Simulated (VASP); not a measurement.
# ZrO2 (Fm-3m) in VASP: single point with HSE06

Aim: the single point of ZrO2 with HSE06.

Everything below comes from runs of VASP 6.6.1. Logs are shortened: lines on timing, memory, paths and dates and some standing lists are left out, and cuts for length are marked.

## Step 1: The cell of the first run

Symmetry: Fm-3m, No. 225, cubic system. The conventional cell has a = 5.089 Å, b = 5.089 Å, c = 5.089 Å, α = 90.00°, β = 90.00°, γ = 90.00°. Within 2.9 Å of Zr (site symmetry m-3m) lie 8 O at 2.20 Å. Within 2.9 Å of O (site symmetry -43m) lie 4 Zr at 2.20 Å and 6 O at 2.54 Å.

## Step 2: Single point, HSE06

Input file POSCAR:

```
ZrO2
1.0
    0.0000000000      2.5447135875      2.5447135875
    2.5447135875      0.0000000000      2.5447135875
    2.5447135875      2.5447135875      0.0000000000
Zr O
1 2
Direct
    0.0000000000      0.0000000000      0.0000000000
    0.2500000000      0.2500000000      0.2500000000
    0.7500000000      0.7500000000      0.7500000000
```

Input file INCAR.step1:

```
SYSTEM = ZrO2
ALGO     = Normal         ! electronic algorithm
EDIFF    = 1E-5           ! SCF threshold, eV
ENCUT    = 520            ! plane-wave cutoff, eV
GGA      = PE             ! functional
GGA_COMPAT= .FALSE.      
ISIF     = 2              ! what is computed and relaxed
ISMEAR   = 0              ! smearing method
LASPH    = .TRUE.         ! aspherical terms in the spheres
LCHARG   = .FALSE.        ! write CHGCAR
LREAL    = .FALSE.        ! projectors in reciprocal space
LWAVE    = .TRUE.         ! write WAVECAR
NBANDS   = 19             ! bands
NELM     = 120            ! most SCF steps
PREC     = Accurate       ! precision mode
SIGMA    = 0.01           ! smearing width, eV
```

Input file INCAR.step2:

```
SYSTEM = ZrO2
ALGO     = Normal         ! electronic algorithm
EDIFF    = 1E-6           ! SCF threshold, eV
ENCUT    = 520            ! plane-wave cutoff, eV
GGA      = PE             ! functional
GGA_COMPAT= .FALSE.      
HFSCREEN = 0.2079         ! screening, 1/A
ISIF     = 2              ! what is computed and relaxed
ISMEAR   = 0              ! smearing method
ISTART   = 1            
LASPH    = .TRUE.         ! aspherical terms in the spheres
LCHARG   = .FALSE.        ! write CHGCAR
LHFCALC  = .TRUE.         ! exact exchange
LREAL    = .FALSE.        ! projectors in reciprocal space
LWAVE    = .FALSE.        ! write WAVECAR
NBANDS   = 19             ! bands
NELM     = 120            ! most SCF steps
PREC     = Accurate       ! precision mode
PRECFOCK = Normal       
SIGMA    = 0.01           ! smearing width, eV
```

Input file KPOINTS:

```
k-points
0
G
  6 6 6
  0 0 0
```

Potentials or basis: VASP PAW PBE potentials, release 64 (Zr_sv, O).

Run with:

```bash
> cat potpaw_PBE.64/Zr_sv/POTCAR potpaw_PBE.64/O/POTCAR > POTCAR
> cp INCAR.step1 INCAR
> mpirun -np 1 vasp_std > vasp.out
> cp INCAR.step2 INCAR
> mpirun -np 1 vasp_std > vasp.out
```

OUTCAR:

```text
SYSTEM = ZrO2
   EDIFF = 1E-6
   ENCUT = 520
   GGA = PE
   HFSCREEN = 0.2079
   ISIF = 2
   ISMEAR = 0
   ISTART = 1
   LASPH = .TRUE.
   LHFCALC = .TRUE.
   LREAL = .FALSE.
   NELM = 120
   PREC = Accurate
   PRECFOCK = Normal

 ion  position               nearest neighbor table
   1  0.000  0.000  0.000-   3 2.20   3 2.20   3 2.20   2 2.20   3 2.20   2 2.20   2 2.20   2 2.20

   2  0.250  0.250  0.250-   1 2.20   1 2.20   1 2.20   1 2.20
   3  0.750  0.750  0.750-   1 2.20   1 2.20   1 2.20   1 2.20

  LATTYP: Found a face centered cubic cell.
 ALAT       =     5.0894271750

  Lattice vectors:

 A1 = (   0.0000000000,   2.5447135875,   2.5447135875)
 A2 = (   2.5447135875,   0.0000000000,   2.5447135875)
 A3 = (   2.5447135875,   2.5447135875,   0.0000000000)

Analysis of symmetry for initial positions (statically):
=====================================================================
 Subroutine PRICEL returns:
 Original cell was already a primitive cell.

 Routine SETGRP: Setting up the symmetry group for a
 face centered cubic supercell.

 Subroutine GETGRP returns: Found 48 space group operations
 (whereof 48 operations were pure point group operations)
 out of a pool of 48 trial point group operations.

The static configuration has the point symmetry O_h .

Analysis of symmetry for dynamics (positions and initial velocities):
=====================================================================
 Subroutine PRICEL returns:
 Original cell was already a primitive cell.

 Routine SETGRP: Setting up the symmetry group for a
 face centered cubic supercell.

 Subroutine GETGRP returns: Found 48 space group operations
 (whereof 48 operations were pure point group operations)
 out of a pool of 48 trial point group operations.

The dynamic configuration has the point symmetry O_h .

 Subroutine INISYM returns: Found 48 space group operations
 (whereof 48 operations are pure point group operations),
 and found     1 'primitive' translations

----------------------------------------------------------------------------------------

                                     Primitive cell

  volume of cell :      32.9569

  direct lattice vectors                    reciprocal lattice vectors
     0.000000000  2.544713587  2.544713587    -0.196485767  0.196485767  0.196485767
     2.544713587  0.000000000  2.544713587     0.196485767 -0.196485767  0.196485767
     2.544713587  2.544713587  0.000000000     0.196485767  0.196485767 -0.196485767

  length of vectors
     3.598768468  3.598768468  3.598768468     0.340323331  0.340323331  0.340323331

  position of ions in fractional coordinates (direct lattice)
     0.000000000  0.000000000  0.000000000
     0.250000000  0.250000000  0.250000000
     0.750000000  0.750000000  0.750000000

  ion indices of the primitive-cell ions
   primitive index   ion index
                 1           1
                 2           2
                 3           3

----------------------------------------------------------------------------------------

 KPOINTS: k-points

Automatic generation of k-mesh.
 Grid dimensions read from file:
 generate k-points for:    6    6    6

 Generating k-lattice:

  Cartesian coordinates                     Fractional coordinates (reciprocal lattice)
    -0.032747628  0.032747628  0.032747628     0.166666667  0.000000000  0.000000000
     0.032747628 -0.032747628  0.032747628     0.000000000  0.166666667  0.000000000
     0.032747628  0.032747628 -0.032747628     0.000000000  0.000000000  0.166666667

  Length of vectors
     0.056720555  0.056720555  0.056720555

  Shift w.r.t. Gamma in fractional coordinates (k-lattice)
     0.000000000  0.000000000  0.000000000

 Subroutine IBZKPT returns following result:
 ===========================================

 Found     16 irreducible k-points:

 Following reciprocal coordinates:
            Coordinates               Weight
  0.000000  0.000000  0.000000      1.000000
  0.166667  0.000000  0.000000      8.000000
  0.333333  0.000000  0.000000      8.000000
  0.500000  0.000000  0.000000      4.000000
  0.166667  0.166667  0.000000      6.000000
  0.333333  0.166667  0.000000     24.000000
[... 8 lines left out ...]
 -0.333333  0.333333  0.166667     24.000000
 -0.333333  0.500000  0.166667     12.000000
   k-points           NKPTS =     16   k-points in BZ     NKDIM =    216   number of bands    NBANDS=     19
   number of dos      NEDOS =    301   number of ions     NIONS =      3
   total plane-waves  NPLWV =  21952
   dimension x,y,z NGX =    28 NGY =   28 NGZ =   28
   dimension x,y,z NGXF=    56 NGYF=   56 NGZF=   56
   ions per type =               1   2
   NGX,Y,Z   is equivalent  to a cutoff of  12.93, 12.93, 12.93 a.u.
   NGXF,Y,Z  is equivalent  to a cutoff of  25.87, 25.87, 25.87 a.u.
 SYSTEM =  ZrO2
   PREC   = accura    normal or accurate (medium, high low for compatibility)
   ISTART =      1    job   : 0-new  1-cont  2-samecut
   ICHARG =      0    charge: 1-file 2-atom 10-const
   ISPIN  =      1    spin polarized calculation?
   LNONCOLLINEAR =      F non collinear calculations
   LSORBIT =      F    spin-orbit coupling
   LASPH  =      T    aspherical Exc in radial PAW
   ENCUT  =  520.0 eV  38.22 Ry    6.18 a.u.   6.69  6.69  6.69*2*pi/ulx,y,z
   NELM   =    120;   NELMIN=  2; NELMDL=  0     # of ELM steps
   EDIFF  = 0.1E-05   stopping-criterion for ELM
   LREAL  =      F    real-space projection
   EDIFFG = 0.1E-04   stopping-criterion for IOM
   NSW    =      0    number of steps for IOM
   IBRION =     -1    ionic relax: 0-MD 1-quasi-New 2-CG
   NFREE  =      0    steps in history (QN), initial steepest desc. (CG)
   ISIF   =      2    stress and relaxation
   ISYM   =      3    0-nonsym 1-usesym 2-fastsym
   POTIM  = 0.5000    time-step for ionic-motion
   TEBEG  =    0.0;   TEEND  =   0.0 temperature during run
   PSTRESS=    0.0 pullay stress
   NELECT =      24.0000    total number of electrons
   NUPDOWN=      -1.0000    fix difference up-down
   EMIN   =  10.00;   EMAX   =-10.00  energy-range for DOS
   EFERMI =   0.00;   METHOD = LEGACY
   ISMEAR =     0;   SIGMA  =   0.01  broadening in eV -4-tet -1-fermi 0-gaus
   EFERMI_NEDOS =   21; number of points for ismear=-14 and -15
   IALGO  =     38    algorithm
   IMIX   =      1    mixing-type and parameters
     AMIX     =   0.40;   BMIX     =  1.00
     AMIX_MAG =   1.60;   BMIX_MAG =  1.00
  volume/ion in A,a.u.               =      10.99        74.13
  Fermi-wavevector in a.u.,A,eV,Ry     =   1.472865  2.783312 29.515553  2.169332
  Thomas-Fermi vector in A             =   2.587828
   LORBIT       =      0    0 simple, 1 ext, 2 COOP (PROOUT), +10 PAW based schemes
   GGA     = PE    functional components
   LHFCALC =     T    Hartree Fock is set to
   PRECFOCK=normal    Normal, Fast or Accurate (Low or Medium for compatibility)
   ENCUT4O =  -1.0   cutoff for four orbital integrals eV
   NKREDX  =     1    reduce k-point grid by
   NKREDY  =     1    reduce k-point grid by
   NKREDZ  =     1    reduce k-point grid by
   AEXX    =    0.2500 exact exchange contribution
   HFSCREEN=    0.2079 screening length (either q_TF or 0.3 A-1)
   HFSCREENC=   0.2079 screening length for correlation (either q_TF or 0.3 A-1)
   ENCUTFOCK=  -1.0 apply spherical cutoff to Coloumb kernel
   IVDW    =     0    specifies the selected vdW correction
   LEPSILON=     F    determine dielectric tensor
   LRPA    =     F    only Hartree local field effects (RPA)
 non-spin polarized calculation
 Gauss-broadening in eV      SIGMA  =   0.01
  energy-cutoff  :      520.00
  volume of cell :       32.96
 maximum number of plane-waves:       911
  NGX = 24; NGY = 24; NGZ = 24

 number of electron      23.9999991 magnetization

 Free energy of the ion-electron system (eV)
  ---------------------------------------------------
  ext. energy  EPLUGINS =         0.00000000
  ---------------------------------------------------
  free energy    TOTEN  =       -34.57129160 eV

  energy without entropy =      -34.57129160  energy(sigma->0) =      -34.57129160

 E-fermi :   6.4269     XC(G=0):  -9.6563

 val. band max:        6.2325695519   @ k =   0.5000   0.5000   0.0000
 cond. band min:      11.2006238685   @ k =   0.0000   0.0000   0.0000
 fundamental gap:      4.9680543167
 Fermi energy:         6.4268723166

 k-point     1 :       0.0000    0.0000    0.0000
  band No.  band energies     occupation
      1     -44.7221      2.00000
      2     -21.1162      2.00000
      3     -21.1162      2.00000
      4     -21.1162      2.00000
      5     -13.6722      2.00000
      6     -10.9593      2.00000
[... 11 lines left out ...]
     18      17.5520      0.00000
     19      22.3027      0.00000

 k-point     2 :       0.1667    0.0000    0.0000
  band No.  band energies     occupation
      1     -44.7091      2.00000
      2     -21.3441      2.00000
      3     -21.1375      2.00000
      4     -21.1375      2.00000
      5     -13.2636      2.00000
      6     -11.2260      2.00000
[... 11 lines left out ...]
     18      17.1278      0.00000
     19      21.8422      0.00000

 k-point     3 :       0.3333    0.0000    0.0000
  band No.  band energies     occupation
      1     -44.6829      2.00000
      2     -21.7492      2.00000
      3     -21.1797      2.00000
      4     -21.1797      2.00000
      5     -12.6912      2.00000
      6     -11.4387      2.00000
[... 11 lines left out ...]
     18      17.4329      0.00000
     19      21.3665      0.00000

 k-point     4 :       0.5000    0.0000    0.0000
  band No.  band energies     occupation
      1     -44.6698      2.00000
      2     -21.9325      2.00000
      3     -21.2006      2.00000
      4     -21.2006      2.00000
      5     -12.6554      2.00000
      6     -11.2559      2.00000
[... 231 lines left out ...]
     18      18.8202      0.00000
     19      22.8734      0.00000

 k-point    15 :      -0.3333    0.3333    0.1667
  band No.  band energies     occupation
      1     -44.6567      2.00000
      2     -21.7580      2.00000
      3     -21.5659      2.00000
      4     -21.2812      2.00000
      5     -11.9856      2.00000
      6     -11.6409      2.00000
[... 11 lines left out ...]
     18      19.4076      0.00000
     19      23.2733      0.00000

 k-point    16 :      -0.3333    0.5000    0.1667
  band No.  band energies     occupation
      1     -44.6524      2.00000
      2     -21.8428      2.00000
      3     -21.5065      2.00000
      4     -21.3274      2.00000
      5     -12.0006      2.00000
      6     -11.5399      2.00000
[... 11 lines left out ...]
     18      20.5638      0.00000
     19      22.9609      0.00000

------------------------ aborting loop because EDIFF is reached ----------------------------------------

  FORCE on cell =-STRESS in cart. coord.  units (eV):
  Direction    XX          YY          ZZ          XY          YZ          ZX
  --------------------------------------------------------------------------------------
  -------------------------------------------------------------------------------------
  Total       -0.5202533     -0.5202533     -0.5202533      0.0000000      0.0000000     -0.0000000
  in kB      -25.2917385    -25.2917385    -25.2917385      0.0000000      0.0000000     -0.0000000
  external PRESSURE =     -25.2917385 kB  Pullay stress =       0.0000000 kB

 VOLUME and BASIS-vectors are now :
 -----------------------------------------------------------------------------
  energy-cutoff  :      520.00
  volume of cell :       32.96
      direct lattice vectors                 reciprocal lattice vectors
     0.000000000  2.544713587  2.544713587    -0.196485767  0.196485767  0.196485767
     2.544713587  0.000000000  2.544713587     0.196485767 -0.196485767  0.196485767
     2.544713587  2.544713587  0.000000000     0.196485767  0.196485767 -0.196485767

 POSITION                                       TOTAL-FORCE (eV/Angst)
 -----------------------------------------------------------------------------------
      0.00000      0.00000      0.00000         0.000000     -0.000000      0.000000
      1.27236      1.27236      1.27236        -0.000000     -0.000000     -0.000000
      3.81707      3.81707      3.81707         0.000000      0.000000      0.000000
 -----------------------------------------------------------------------------------
    total drift:                               -0.000000     -0.000000     -0.000000

  FREE ENERGIE OF THE ION-ELECTRON SYSTEM (eV)
  ---------------------------------------------------
  free  energy   TOTEN  =       -34.5712916040 eV

  energy  without entropy=      -34.5712916040  energy(sigma->0) =      -34.57129160
```

Wall time 78 min (1 thread of Intel Xeon Platinum 8259CL at 2.50GHz (Skylake/Cascade Lake), shared host); peak memory 0.29 GiB.

Results:

```
Free energy            : -34.5713 eV
Pressure               : -2.5 GPa
Band gap on the k mesh : 4.97 eV (least direct gap 5.37 eV)
```

Levels at points of the mesh, in eV from the valence-band top:
| k point | band 10 | band 11 | band 12 | band 13 | band 14 | band 15 |
| --- | --- | --- | --- | --- | --- | --- |
| (0.00, 0.00, 0.00) | -0.59 | -0.59 | -0.59 | 4.97 | 4.97 | 8.11 |
| (0.50, 0.00, 0.00) | -2.72 | -1.81 | -1.81 | 5.65 | 5.65 | 7.78 |
| (0.50, 0.50, 0.00) | -1.61 | -1.61 | 0.00 | 5.37 | 6.52 | 7.50 |

Caveat: the PAW data sets were made with another functional, which shifts forces and pressure a little.
